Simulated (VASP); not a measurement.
Wanted: the native input for a VASP 6.6.1 run.

- Task: single point
- Functional: r2SCAN
- Potentials or basis: VASP PAW PBE potentials, release 64 (Sn_d, O)
- Cutoff: 520 eV
- k mesh: 6 × 6 × 10
- Occupations: fermi-dirac, width 0.02 eV
- Spin: no spin polarisation
- Dipole correction: no
- Further INCAR settings: ALGO = Normal; EDIFF = 1e-07; NBANDS = 35

Crystal: SnO2.

```
CELL_PARAMETERS angstrom
4.79013 0.00000 0.00000
0.00000 4.79013 0.00000
0.00000 0.00000 3.22134
ATOMIC_POSITIONS crystal
Sn 0.00000 0.00000 0.00000
Sn 0.50000 0.50000 0.50000
O 0.30638 0.30638 0.00000
O 0.19362 0.80638 0.50000
O 0.69362 0.69362 0.00000
O 0.80638 0.19362 0.50000
```

One way to write it, as run:

POSCAR

```
SnO2
1.0
    4.7901311900      0.0000000000      0.0000000000
    0.0000000000      4.7901311900      0.0000000000
    0.0000000000      0.0000000000      3.2213444700
Sn O
2 4
Direct
    0.0000000000      0.0000000000      0.0000000000
    0.5000000000      0.5000000000      0.5000000000
    0.3063786182      0.3063786182      0.0000000000
    0.1936213818      0.8063786182      0.5000000000
    0.6936213818      0.6936213818      0.0000000000
    0.8063786182      0.1936213818      0.5000000000
```

INCAR.step1

```
SYSTEM = SnO2
ALGO = Normal
EDIFF = 1E-4
ENCUT = 520
GGA = PE
ISMEAR = -1
LASPH = .TRUE.
LCHARG = .FALSE.
LREAL = .FALSE.
LWAVE = .TRUE.
NBANDS = 35
NELM = 100
PREC = Accurate
SIGMA = 0.02
```

INCAR.step2

```
SYSTEM = SnO2
ALGO = Normal
EDIFF = 1E-7
ENCUT = 520
ISIF = 2
ISMEAR = -1
ISTART = 1
LASPH = .TRUE.
LCHARG = .FALSE.
LMIXTAU = .TRUE.
LREAL = .FALSE.
LWAVE = .FALSE.
METAGGA = R2SCAN
NBANDS = 35
NELM = 100
PREC = Accurate
SIGMA = 0.02
```

KPOINTS

```
k-points
0
G
  6 6 10
  0 0 0
```

Potentials or basis: VASP PAW PBE potentials, release 64 (Sn_d, O).

Launch:

```bash
$ cat potpaw_PBE.64/Sn_d/POTCAR potpaw_PBE.64/O/POTCAR > POTCAR
$ cp INCAR.step1 INCAR
$ mpirun -np 1 vasp_std > vasp.out
$ cp INCAR.step2 INCAR
$ mpirun -np 1 vasp_std > vasp.out
```

It gave:

The pressure is -2.8 GPa and the largest force is 0.031 eV/Å. The band gap on the k mesh is 1.58 eV.

Caveat: the PAW data sets were made with another functional, which shifts forces and pressure a little; spin-orbit coupling is left out, which moves the levels of the heavy elements.

It took 2.8 min on 1 thread of Intel(R) Xeon(R) 6975P-C (Granite Rapids), with other jobs on the host, peak memory 0.26 GiB.
